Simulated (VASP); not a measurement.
# Ti (P6_3/mmc) in VASP: a series of runs, part 2 of 2

VASP 6.6.1. Earlier steps stand in the parts before.

## 4. Electric field gradients, PBEsol (zz strain of +1 %)

Input file INCAR:

```
PREC     = Accurate       # precision mode
ENCUT    = 520            # plane-wave cutoff, eV
EDIFF    = 1E-8           # SCF threshold, eV
ISMEAR   = -1             # smearing method
SIGMA    = 0.05           # smearing width, eV
LREAL    = False          # projectors in reciprocal space
LASPH    = True           # aspherical terms in the spheres
NELM     = 80             # most SCF steps
ALGO     = Normal         # electronic algorithm
ISIF     = 2              # what is computed and relaxed
LWAVE    = False          # write WAVECAR
LCHARG   = False          # write CHGCAR
GGA      = PS             # functional
LEFG     = True         
NBANDS   = 19             # bands
```

Input file KPOINTS:

```
Automatic mesh
0
Gamma
  14 14 8
```

Input file POSCAR:

```
Ti
1.0
    2.9499978604      0.0000000000      0.0000000000
   -1.4749989302      2.5547730882      0.0000000000
    0.0000000000      0.0000000000      4.7328600000
Ti
2
Direct
    0.3333333333      0.6666666667      0.2500000000
    0.6666666667      0.3333333333      0.7500000000
```

Potentials or basis: VASP PAW PBE potentials, release 64 (Ti_sv).

Launch:

```sh
$ cat potpaw_PBE.64/Ti_sv/POTCAR > POTCAR
$ mpirun -np 1 vasp_std > vasp.out
```

OUTCAR:

```text
PREC = Accurate
   ENCUT = 520
   EDIFF = 1E-8
   ISMEAR = -1
   LREAL = False
   LASPH = True
   NELM = 80
   ISIF = 2
   GGA = PS

 ion  position               nearest neighbor table
   1  0.333  0.667  0.250-   2 2.92   2 2.92   2 2.92   2 2.92   2 2.92   2 2.92
   2  0.667  0.333  0.750-   1 2.92   1 2.92   1 2.92   1 2.92   1 2.92   1 2.92

  LATTYP: Found a hexagonal cell.
 ALAT       =     2.9499978604
 C/A-ratio  =     1.6043604857

  Lattice vectors:

 A1 = (   2.9499978604,   0.0000000000,   0.0000000000)
[... 743 lines left out ...]
  ---------------------------------------------------
  free  energy   TOTEN  =       -16.6335998363 eV

  energy  without entropy=      -16.6163942421  energy(sigma->0) =      -16.62499704

 Electric field gradients (V/A^2)
---------------------------------------------------------------------
 ion       V_xx      V_yy      V_zz      V_xy      V_xz      V_yz
---------------------------------------------------------------------
   1      -7.198    -7.198    14.396    -0.000     0.000    -0.000
   2      -7.198    -7.198    14.396    -0.000    -0.000     0.000
---------------------------------------------------------------------

 Electric field gradients after diagonalization (V/A^2)
 (convention: |V_zz| > |V_xx| > |V_yy|)
----------------------------------------------------------------------
 ion       V_xx      V_yy      V_zz     asymmetry (V_yy - V_xx)/ V_zz
----------------------------------------------------------------------
   1      -7.198    -7.198    14.396       0.000
   2      -7.198    -7.198    14.396       0.000
----------------------------------------------------------------------

           NMR quadrupolar parameters

 Cq : quadrupolar parameter    Cq=e*Q*V_zz/h
 eta: asymmetry parameters     (V_yy - V_xx)/ V_zz
 Q  : nuclear electric quadrupole moment in mb (millibarn)
----------------------------------------------------------------------
 ion       Cq(MHz)       eta       Q (mb)
----------------------------------------------------------------------
   1       0.035       0.000       1.000
   2       0.035       0.000       1.000
----------------------------------------------------------------------
```

OSZICAR:

```text
N       E                     dE             d eps       ncg     rms          rms(c)
DAV:   1     0.261188453316E+03    0.26119E+03   -0.12988E+04  4560   0.157E+03
DAV:   2     0.108526034660E+02   -0.25034E+03   -0.24637E+03  4682   0.440E+02
DAV:   3    -0.177658605926E+02   -0.28618E+02   -0.28307E+02  8494   0.123E+02
DAV:   4    -0.190239721268E+02   -0.12581E+01   -0.12571E+01  5273   0.263E+01
DAV:   5    -0.190841431273E+02   -0.60171E-01   -0.60162E-01  6843   0.412E+00    0.121E+01
DAV:   6    -0.166492031404E+02    0.24349E+01   -0.88440E+00  5281   0.294E+01    0.282E+00
DAV:   7    -0.166203440559E+02    0.28859E-01   -0.77762E-01  6825   0.620E+00    0.205E+00
DAV:   8    -0.166407680558E+02   -0.20424E-01   -0.19733E-01  5103   0.521E+00    0.660E-01
DAV:   9    -0.166331381331E+02    0.76299E-02   -0.45357E-02  5306   0.209E+00    0.715E-02
DAV:  10    -0.166335355054E+02   -0.39737E-03   -0.29111E-03  6663   0.314E-01    0.877E-02
DAV:  11    -0.166336058706E+02   -0.70365E-04   -0.15960E-04  5245   0.840E-02    0.374E-02
DAV:  12    -0.166335997943E+02    0.60763E-05   -0.33114E-05  5263   0.476E-02    0.820E-03
DAV:  13    -0.166335997443E+02    0.50039E-07   -0.21004E-06  5448   0.131E-02    0.940E-04
DAV:  14    -0.166335998443E+02   -0.10006E-06   -0.19350E-07  6479   0.233E-03    0.906E-04
DAV:  15    -0.166335998092E+02    0.35116E-07   -0.29800E-08  4619   0.136E-03    0.152E-04
DAV:  16    -0.166335998430E+02   -0.33750E-07   -0.21624E-09  2499   0.369E-04    0.680E-05
DAV:  17    -0.166335998363E+02    0.66175E-08   -0.48298E-10  2439   0.164E-04
   1 F= -.16633600E+02 E0= -.16624997E+02  d E =-.172056E-01
```

Run time: 2.1 min. Hardware: 1 thread of Intel Xeon 8259CL, shared host; peak memory 0.2 GiB.

What came out:

```
Free energy                             : -16.6336 eV
Pressure                                : -7.0 GPa
Band gap on the k mesh                  : zero (bands 12 and 13 overlap by 1.04 eV)
Largest electric field gradient by atom : Ti +14.4 V/Å²
```

Stress tensor (GPa, compression positive):
```
-6.51  0.00  0.00
 0.00 -6.51  0.00
 0.00  0.00 -8.08
```

Electric field gradients, principal values (V/Å²):
```csv
atom,least,middle,greatest (by size)
1 Ti,-7.198,-7.198,14.396
2 Ti,-7.198,-7.198,14.396
```

Caveat: the cell differs from its parent crystal (zz strain of +1 %); the cell stands under tension; without QUAD_EFG the Cq values of the log hold for a quadrupole moment of 1 mb, not for the nuclei; the PAW data sets were made with another functional, which shifts forces and pressure a little.

## 5. Overview

```tsv
cell	gap on the mesh (eV)	pressure (GPa)
a = 2.940, b = 2.940, c = 4.670 Å, angles 90.0, 90.0, 120.0°, 2 atoms	none	-5.1
a = 2.950, b = 2.950, c = 4.639 Å, angles 90.0, 90.0, 120.0°, 2 atoms	none	-5.1
a = 2.950, b = 2.950, c = 4.733 Å, angles 90.0, 90.0, 120.0°, 2 atoms	none	-7.0
```

Alike in all rows: task electric field gradients; level PBEsol; potentials or basis VASP PAW PBE potentials, release 64 (Ti_sv); no spin polarisation; k mesh 14 × 14 × 8; cutoff (eV) 520; smearing fermi-dirac 0.05 eV.

Caveats: the cell stands under tension; the PAW data sets were made with another functional, which shifts forces and pressure a little.

Absolute energies hang on the potentials; compare differences alone.
